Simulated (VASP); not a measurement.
MgSi: relaxation of cell and atoms with PBEsol

The system is MgSi.

```xyz
4
Lattice="2.0788 -4.8868 0.0000 2.0788 4.8868 0.0000 0.0000 0.0000 3.6479" Properties=species:S:1:pos:R:3 pbc="T T T"
Mg    2.0788   -1.3998    2.7359
Mg    2.0788    1.3998    0.9120
Si    2.0788   -4.1181    2.7359
Si    2.0788    4.1181    0.9120
```

```json
{
  "Program": "VASP 6.6.1",
  "Task": "relaxation of cell and atoms",
  "Functional": "PBEsol",
  "Potentials or basis": "VASP PAW PBE potentials, release 64 (Mg, Si)",
  "Cutoff": "600 eV",
  "k mesh": "12 × 12 × 12",
  "Occupations": "gaussian, width 0.1 eV",
  "Spin": "no spin polarisation",
  "Dipole correction": "no",
  "Further INCAR settings": "ALGO = Normal; EDIFF = 1e-06; IBRION = 2; EDIFFG = -0.01; NSW = 80; ISIF = 3"
}
```

```json
{"Relaxed volume": "18.42 Å³/atom", "Relaxed cell": "a = 5.404 Å, b = 5.404 Å, c = 3.644 Å, α = 90.00°, β = 90.00°, γ = 136.17°", "Space group after relaxing (to 0.05 Å)": "Cmcm (No. 63)", "Energy gained by relaxing": "4.1 meV/atom", "Ionic steps": "11", "Pressure after relaxing": "0.0 GPa", "Band gap on the k mesh": "zero (band 6 reaches 6.69 eV, above the bottom of band 7 at 4.76 eV)"}
```

Step by step:
| step | energy change (eV) | largest force (eV/Å) | pressure (GPa) | volume (Å³) |
| --- | --- | --- | --- | --- |
| 1 | 0.0000 | 0.0835 | -0.11 | 74.11 |
| 2 | -0.0070 | 0.0583 | -0.13 | 73.98 |
| 3 | -0.0100 | 0.1008 | -0.13 | 73.85 |
| 4 | -0.0103 | 0.1290 | -0.12 | 73.80 |
| 5 | -0.0125 | 0.0760 | 0.12 | 73.58 |
| 6 | -0.0132 | 0.0895 | 0.37 | 73.35 |
| 7 | -0.0147 | 0.0727 | 0.08 | 73.64 |
| 8 | -0.0151 | 0.0582 | -0.18 | 73.90 |
| 9 | -0.0160 | 0.0327 | -0.10 | 73.80 |
| 10 | -0.0164 | 0.0263 | 0.02 | 73.67 |
| 11 | -0.0165 | 0.0017 | 0.04 | 73.69 |

Final structure:
```cif
data_structure
_symmetry_space_group_name_H-M 'P 1'
_symmetry_Int_Tables_number 1
_cell_length_a 5.4041
_cell_length_b 5.4041
_cell_length_c 3.6439
_cell_angle_alpha 90.000
_cell_angle_beta 90.000
_cell_angle_gamma 136.173
_cell_volume 73.69
loop_
_atom_site_label
_atom_site_type_symbol
_atom_site_fract_x
_atom_site_fract_y
_atom_site_fract_z
_atom_site_occupancy
Mg1 Mg 0.64812 0.35188 0.75000 1
Mg2 Mg 0.35188 0.64812 0.25000 1
Si1 Si 0.92249 0.07751 0.75000 1
Si2 Si 0.07751 0.92249 0.25000 1
```

Levels at points of the mesh, in eV from the Fermi level:
```
           k point  band 3  band 4  band 5  band 6  band 7  band 8  band 9  band 10
(0.00, 0.00, 0.00)   -4.50   -2.20   -1.91    0.35    0.61    0.77    2.62     3.85
(0.50, 0.00, 0.00)   -5.51   -3.81   -1.33   -0.41    1.47    2.03    3.23     4.53
(0.50, 0.50, 0.00)   -2.63   -1.67   -0.47   -0.11    0.97    2.04    2.31     2.61
(0.00, 0.00, 0.50)   -3.19   -3.19   -1.10   -1.10    0.01    0.01    3.02     3.02
(0.50, 0.00, 0.50)   -4.08   -4.08   -3.07   -3.07   -0.47   -0.47    3.21     3.21
(0.50, 0.50, 0.50)   -5.18   -5.18   -0.29   -0.29    2.41    2.41    3.38     3.38
```

Wall time 29 min on 1 thread of Oxide Virtual Turin-like Processor, on a shared host, peak memory 0.43 GiB.

Caveat: the PAW data sets were made with another functional, which shifts forces and pressure a little.
